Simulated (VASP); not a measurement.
# InSe (R3m) in VASP: further runs

The runs below take InSe through single point, with PBEsol.

All numbers are computed with VASP 6.6.1; they aren't measurements. Logs are shortened: lines on timing, memory, paths and dates and some standing lists are left out, and cuts for length are marked.

## 1. The cell of the first run

Symmetry: R3m, No. 160, trigonal system. Conventional cell: a = 3.862 Å, b = 3.862 Å, c = 24.446 Å, α = 90.00°, β = 90.00°, γ = 120.00°. Within 3.4 Å of In (site symmetry 3m) lie 3 Se at 2.54 Å and 1 In at 2.72 Å. Within 3.4 Å of In (site symmetry 3m) lie 3 Se at 2.54 Å and 1 In at 2.72 Å. Within 3.4 Å of Se (site symmetry 3m) lie 3 In at 2.54 Å. Se (site symmetry 3m) has 3 In at 2.54 Å within 3.4 Å.

## 2. Single point, PBEsol

File INCAR:

```
SYSTEM = InSe
  PREC = Accurate
  ENCUT = 520
  EDIFF = 1E-7
  ISMEAR = 0
  SIGMA = 0.01
  LREAL = .FALSE.
  LASPH = .TRUE.
  NELM = 100
  ALGO = Normal
  ISIF = 2
  LWAVE = .FALSE.
  LCHARG = .FALSE.
  GGA = PS
  NBANDS = 27
```

File KPOINTS:

```
Automatic mesh
0
G
  6 6 6
  0 0 0
```

File POSCAR:

```
InSe
1.0
    1.9309787692      1.1148515579      8.1487304061
   -1.9309787692      1.1148515579      8.1487304061
    0.0000000000     -2.2297021503      8.1487304061
In Se
2 2
Direct
    0.0000000000      0.0000000000      0.0000000000
    0.1114000000      0.1114000000      0.1114000000
    0.6165000000      0.6165000000      0.6165000000
    0.8281000000      0.8281000000      0.8281000000
```

Potentials or basis: VASP PAW PBE potentials, release 64 (In_d, Se).

Command:

```console
cat potpaw_PBE.64/In_d/POTCAR potpaw_PBE.64/Se/POTCAR > POTCAR
mpirun -np 1 vasp_std > vasp.out
```

OUTCAR:

```text
SYSTEM = InSe
   PREC = Accurate
   ENCUT = 520
   EDIFF = 1E-7
   ISMEAR = 0
   LREAL = .FALSE.
   LASPH = .TRUE.
   NELM = 100
   ISIF = 2
   GGA = PS

 ion  position               nearest neighbor table
   1  0.000  0.000  0.000-   3 2.54   3 2.54   3 2.54   2 2.72
   2  0.111  0.111  0.111-   4 2.54   4 2.54   4 2.54   1 2.72
   3  0.617  0.617  0.617-   1 2.54   1 2.54   1 2.54
   4  0.828  0.828  0.828-   2 2.54   2 2.54   2 2.54

  LATTYP: Found a trigonal (rhomboedric) cell.
 ALAT       =     8.4482767612
 COS(alpha) =     0.8955162373

  Lattice vectors:

 A1 = (   1.9309787692,   1.1148515579,   8.1487304061)
 A2 = (  -1.9309787692,   1.1148515579,   8.1487304061)
 A3 = (   0.0000000000,  -2.2297021503,   8.1487304061)

Analysis of symmetry for initial positions (statically):
=====================================================================
 Subroutine PRICEL returns:
 Original cell was already a primitive cell.

 Routine SETGRP: Setting up the symmetry group for a
 trigonal (rhombohedral) supercell.

 Subroutine GETGRP returns: Found  6 space group operations
 (whereof  6 operations were pure point group operations)
 out of a pool of 12 trial point group operations.

The static configuration has the point symmetry C_3v.

Analysis of symmetry for dynamics (positions and initial velocities):
=====================================================================
 Subroutine PRICEL returns:
 Original cell was already a primitive cell.

 Routine SETGRP: Setting up the symmetry group for a
 trigonal (rhombohedral) supercell.

 Subroutine GETGRP returns: Found  6 space group operations
 (whereof  6 operations were pure point group operations)
 out of a pool of 12 trial point group operations.

The dynamic configuration has the point symmetry C_3v.

 Subroutine INISYM returns: Found  6 space group operations
 (whereof  6 operations are pure point group operations),
 and found     1 'primitive' translations

----------------------------------------------------------------------------------------

                                     Primitive cell

  volume of cell :     105.2533

  direct lattice vectors                    reciprocal lattice vectors
     1.930978769  1.114851558  8.148730406     0.258936042  0.149496777  0.040906162
    -1.930978769  1.114851558  8.148730406    -0.258936042  0.149496777  0.040906162
     0.000000000 -2.229702150  8.148730406     0.000000000 -0.298993554  0.040906180

  length of vectors
     8.448276761  8.448276761  8.448276683     0.301778850  0.301778850  0.301778828

  position of ions in fractional coordinates (direct lattice)
     0.000000000  0.000000000  0.000000000
     0.111400000  0.111400000  0.111400000
     0.616500000  0.616500000  0.616500000
     0.828100000  0.828100000  0.828100000

  ion indices of the primitive-cell ions
   primitive index   ion index
                 1           1
                 2           2
                 3           3
                 4           4

----------------------------------------------------------------------------------------

 KPOINTS: Automatic mesh

Automatic generation of k-mesh.
 Grid dimensions read from file:
 generate k-points for:    6    6    6

 Generating k-lattice:

  Cartesian coordinates                     Fractional coordinates (reciprocal lattice)
     0.043156007  0.024916130  0.006817694     0.166666667  0.000000000 -0.000000000
    -0.043156007  0.024916130  0.006817694     0.000000000  0.166666667 -0.000000000
     0.000000000 -0.049832259  0.006817697    -0.000000000 -0.000000000  0.166666667

  Length of vectors
     0.050296475  0.050296475  0.050296471

  Shift w.r.t. Gamma in fractional coordinates (k-lattice)
     0.000000000  0.000000000  0.000000000

 Subroutine IBZKPT returns following result:
 ===========================================

 Found     32 irreducible k-points:

 Following reciprocal coordinates:
            Coordinates               Weight
  0.000000  0.000000  0.000000      1.000000
  0.166667 -0.000000 -0.000000      6.000000
  0.333333  0.000000  0.000000      6.000000
  0.500000  0.000000  0.000000      3.000000
  0.166667  0.166667 -0.000000      6.000000
  0.333333  0.166667  0.000000     12.000000
[... 16 lines left out ...]
  0.500000  0.500000  0.166667      6.000000
 -0.333333  0.500000  0.166667     12.000000
 [... further k-points ...]
   k-points           NKPTS =     32   k-points in BZ     NKDIM =     32   number of bands    NBANDS=     27
   number of dos      NEDOS =    301   number of ions     NIONS =      4
   total plane-waves  NPLWV = 262144
   dimension x,y,z NGX =    64 NGY =   64 NGZ =   64
   dimension x,y,z NGXF=   128 NGYF=  128 NGZF=  128
   ions per type =               2   2
   NGX,Y,Z   is equivalent  to a cutoff of  12.59, 12.59, 12.59 a.u.
   NGXF,Y,Z  is equivalent  to a cutoff of  25.19, 25.19, 25.19 a.u.
 SYSTEM =  InSe
   PREC   = accura    normal or accurate (medium, high low for compatibility)
   ISTART =      0    job   : 0-new  1-cont  2-samecut
   ICHARG =      2    charge: 1-file 2-atom 10-const
   ISPIN  =      1    spin polarized calculation?
   LNONCOLLINEAR =      F non collinear calculations
   LSORBIT =      F    spin-orbit coupling
   LASPH  =      T    aspherical Exc in radial PAW
   ENCUT  =  520.0 eV  38.22 Ry    6.18 a.u.  15.71 15.71 15.71*2*pi/ulx,y,z
   NELM   =    100;   NELMIN=  2; NELMDL= -5     # of ELM steps
   EDIFF  = 0.1E-06   stopping-criterion for ELM
   LREAL  =      F    real-space projection
   EDIFFG = 0.1E-05   stopping-criterion for IOM
   NSW    =      0    number of steps for IOM
   IBRION =     -1    ionic relax: 0-MD 1-quasi-New 2-CG
   NFREE  =      0    steps in history (QN), initial steepest desc. (CG)
   ISIF   =      2    stress and relaxation
   ISYM   =      2    0-nonsym 1-usesym 2-fastsym
   POTIM  = 0.5000    time-step for ionic-motion
   TEBEG  =    0.0;   TEEND  =   0.0 temperature during run
   PSTRESS=    0.0 pullay stress
   NELECT =      38.0000    total number of electrons
   NUPDOWN=      -1.0000    fix difference up-down
   EMIN   =  10.00;   EMAX   =-10.00  energy-range for DOS
   EFERMI =   0.00;   METHOD = LEGACY
   ISMEAR =     0;   SIGMA  =   0.01  broadening in eV -4-tet -1-fermi 0-gaus
   EFERMI_NEDOS =   21; number of points for ismear=-14 and -15
   IALGO  =     38    algorithm
   IMIX   =      4    mixing-type and parameters
     AMIX     =   0.40;   BMIX     =  1.00
     AMIX_MAG =   1.60;   BMIX_MAG =  1.00
  volume/ion in A,a.u.               =      26.31       177.57
  Fermi-wavevector in a.u.,A,eV,Ry     =   1.165711  2.202874 18.488708  1.358882
  Thomas-Fermi vector in A             =   2.302233
   LORBIT       =      0    0 simple, 1 ext, 2 COOP (PROOUT), +10 PAW based schemes
   GGA     = PS    functional components
   LHFCALC =     F    Hartree Fock is set to
   AEXX    =    0.0000 exact exchange contribution
   IVDW    =     0    specifies the selected vdW correction
   LEPSILON=     F    determine dielectric tensor
   LRPA    =     F    only Hartree local field effects (RPA)
 non-spin polarized calculation
 Gauss-broadening in eV      SIGMA  =   0.01
  energy-cutoff  :      520.00
  volume of cell :      105.25
 maximum number of plane-waves:      2866
   NGX = 31   NGY = 31   NGZ = 31

 number of electron      37.9999998 magnetization

 Free energy of the ion-electron system (eV)
  ---------------------------------------------------
  ext. energy  EPLUGINS =         0.00000000
  ---------------------------------------------------
  free energy    TOTEN  =       -15.33479901 eV

  energy without entropy =      -15.33479901  energy(sigma->0) =      -15.33479901

 E-fermi :   5.1780     XC(G=0):  -9.5742

 val. band max:        5.1101917535   @ k =   0.5000   0.5000   0.5000
 cond. band min:       5.7421566141   @ k =   0.5000   0.5000   0.5000
 fundamental gap:      0.6319648606
 Fermi energy:         5.1779818263

 k-point     1 :       0.0000    0.0000    0.0000
  band No.  band energies     occupation
      1      -9.9482      2.00000
      2      -9.7080      2.00000
      3      -9.7080      2.00000
      4      -9.6105      2.00000
      5      -9.6105      2.00000
      6      -9.5724      2.00000
[... 19 lines left out ...]
     26      10.6584      0.00000
     27      12.9149      0.00000

 k-point     2 :       0.1667   -0.0000   -0.0000
  band No.  band energies     occupation
      1     -10.0064      2.00000
      2      -9.8301      2.00000
      3      -9.8223      2.00000
      4      -9.6998      2.00000
      5      -9.5841      2.00000
      6      -9.5833      2.00000
[... 19 lines left out ...]
     26      11.3478      0.00000
     27      11.8651      0.00000

 k-point     3 :       0.3333    0.0000    0.0000
  band No.  band energies     occupation
      1     -10.1618      2.00000
      2     -10.0299      2.00000
      3      -9.8372      2.00000
      4      -9.6952      2.00000
      5      -9.6076      2.00000
      6      -9.5300      2.00000
[... 19 lines left out ...]
     26      11.8264      0.00000
     27      12.5775      0.00000

 k-point     4 :       0.5000    0.0000    0.0000
  band No.  band energies     occupation
      1     -10.2254      2.00000
      2     -10.1032      2.00000
      3      -9.8296      2.00000
      4      -9.6966      2.00000
      5      -9.6188      2.00000
      6      -9.5049      2.00000
[... 19 lines left out ...]
     26      11.6450      0.00000
     27      12.2322      0.00000
[... 516 lines left out ...]
      4      -9.7144      2.00000
      5      -9.5980      2.00000
      6      -9.5197      2.00000
[... 19 lines left out ...]
     26      12.4453      0.00000
     27      13.0552      0.00000

 k-point    23 :       0.5000    0.5000    0.1667
  band No.  band energies     occupation
      1     -10.1409      2.00000
      2     -10.0548      2.00000
      3      -9.8342      2.00000
      4      -9.6960      2.00000
      5      -9.6073      2.00000
      6      -9.5296      2.00000
[... 19 lines left out ...]
     26      12.4682      0.00000
     27      12.6277      0.00000

 k-point    24 :      -0.3333    0.5000    0.1667
  band No.  band energies     occupation
      1     -10.1952      2.00000
      2     -10.1099      2.00000
      3      -9.8278      2.00000
      4      -9.7147      2.00000
      5      -9.5980      2.00000
      6      -9.5196      2.00000
[... 19 lines left out ...]
     26      12.4397      0.00000
     27      12.8776      0.00000

 [... further k-points ...]

------------------------ aborting loop because EDIFF is reached ----------------------------------------

  FORCE on cell =-STRESS in cart. coord.  units (eV):
  Direction    XX          YY          ZZ          XY          YZ          ZX
  --------------------------------------------------------------------------------------
  -------------------------------------------------------------------------------------
  Total        5.1539605      5.1539617      3.8719263      0.0000000      0.0000002      0.0000000
  in kB       78.4541736     78.4541910     58.9389030      0.0000000      0.0000023      0.0000000
  external PRESSURE =      71.9490892 kB  Pullay stress =       0.0000000 kB

 VOLUME and BASIS-vectors are now :
 -----------------------------------------------------------------------------
  energy-cutoff  :      520.00
  volume of cell :      105.25
      direct lattice vectors                 reciprocal lattice vectors
     1.930978769  1.114851558  8.148730406     0.258936042  0.149496777  0.040906162
    -1.930978769  1.114851558  8.148730406    -0.258936042  0.149496777  0.040906162
     0.000000000 -2.229702150  8.148730406     0.000000000 -0.298993554  0.040906180

 POSITION                                       TOTAL-FORCE (eV/Angst)
 -----------------------------------------------------------------------------------
      0.00000      0.00000      0.00000         0.000000      0.000000      0.792888
      0.00000      0.00000      2.72331         0.000000     -0.000000     -0.807290
      0.00000      0.00000     15.07108         0.000000     -0.000000     -1.023507
      0.00000      0.00000     20.24389         0.000000      0.000000      1.037909
 -----------------------------------------------------------------------------------
    total drift:                               -0.000000     -0.000006     -0.000787

  FREE ENERGIE OF THE ION-ELECTRON SYSTEM (eV)
  ---------------------------------------------------
  free  energy   TOTEN  =       -15.3347990121 eV

  energy  without entropy=      -15.3347990121  energy(sigma->0) =      -15.33479901
```

It took 3.8 min on 1 thread of AMD EPYC 9R45 (Zen 5), shared host; peak memory 0.52 GiB.

Results:

- Free energy: -15.3348 eV
- Pressure: 7.2 GPa
- Largest force: 1.038 eV/Å
- Band gap on the k mesh: 0.63 eV, direct

Forces on the atoms (eV/Å):
```
In   0.000  0.000  0.793
In   0.000  0.000 -0.807
Se   0.000  0.000 -1.024
Se   0.000  0.000  1.038
```

Caveat: the PAW data sets were made with another functional, which shifts forces and pressure a little; spin-orbit coupling is left out, which moves the levels of the heavy elements. A k mesh can miss the band edges.

## 3. Single point, PBEsol

This run uses another cell than the first one, of 27.04 Å³/atom, 1.028 times its volume.

File INCAR:

```
SYSTEM = InSe
  PREC = Accurate
  ENCUT = 520
  EDIFF = 1E-6
  ISMEAR = 0
  SIGMA = 0.01
  LREAL = .False.
  LASPH = .True.
  NELM = 100
  ALGO = Normal
  ISIF = 2
  LWAVE = .False.
  LCHARG = .False.
  GGA = PS
  NBANDS = 27
```

File KPOINTS:

```
Automatic mesh
0
Gamma
  6 6 6
  0 0 0
```

File POSCAR:

```
InSe
1.0
    1.9486951604      1.1250801252      8.2234935768
   -1.9486951604      1.1250801252      8.2234935768
    0.0000000000     -2.2501592760      8.2234935768
In Se
2 2
Direct
    0.0000000000      0.0000000000      0.0000000000
    0.1114000000      0.1114000000      0.1114000000
    0.6165000000      0.6165000000      0.6165000000
    0.8281000000      0.8281000000      0.8281000000
```

Potentials or basis: VASP PAW PBE potentials, release 64 (In_d, Se).

Command:

```console
cat potpaw_PBE.64/In_d/POTCAR potpaw_PBE.64/Se/POTCAR > POTCAR
mpirun -np 1 vasp_std > vasp.out
```

Wall time 3.9 min (1 thread of AMD EPYC 9R45 (Zen 5), shared host); peak memory 0.52 GiB.

Results (log left out):

```yaml
Free_energy: -15.4470 eV
Pressure: 5.1 GPa
Largest_force: 0.770 eV/Å
Band_gap_on_the_k_mesh: 0.55 eV, direct
```

Forces in eV/Å, atoms in the order of the input:
```
In   0.000  0.000  0.654
In   0.000  0.000 -0.670
Se   0.000  0.000 -0.754
Se   0.000  0.000  0.770
```

Stress tensor (GPa, compression positive):
```
5.63 0.00 0.00
0.00 5.63 0.00
0.00 0.00 3.95
```

Levels at points of the mesh, in eV from the valence-band top:
| k point | band 16 | band 17 | band 18 | band 19 | band 20 | band 21 | band 22 | band 23 |
| --- | --- | --- | --- | --- | --- | --- | --- | --- |
| (0.00, 0.00, 0.00) | -1.41 | -1.41 | -1.30 | -1.30 | 1.81 | 2.15 | 4.43 | 4.43 |
| (0.50, 0.00, 0.00) | -2.65 | -2.58 | -2.48 | -1.86 | 1.06 | 2.04 | 3.56 | 3.93 |
| (0.50, 0.50, 0.00) | -2.96 | -2.77 | -2.26 | -1.69 | 1.14 | 1.96 | 3.16 | 3.46 |
| (0.50, 0.50, 0.50) | -1.49 | -1.22 | -1.22 | 0.00 | 0.55 | 2.14 | 4.33 | 4.33 |

Caveat: the PAW data sets were made with another functional, which shifts forces and pressure a little; spin-orbit coupling is left out, which moves the levels of the heavy elements.
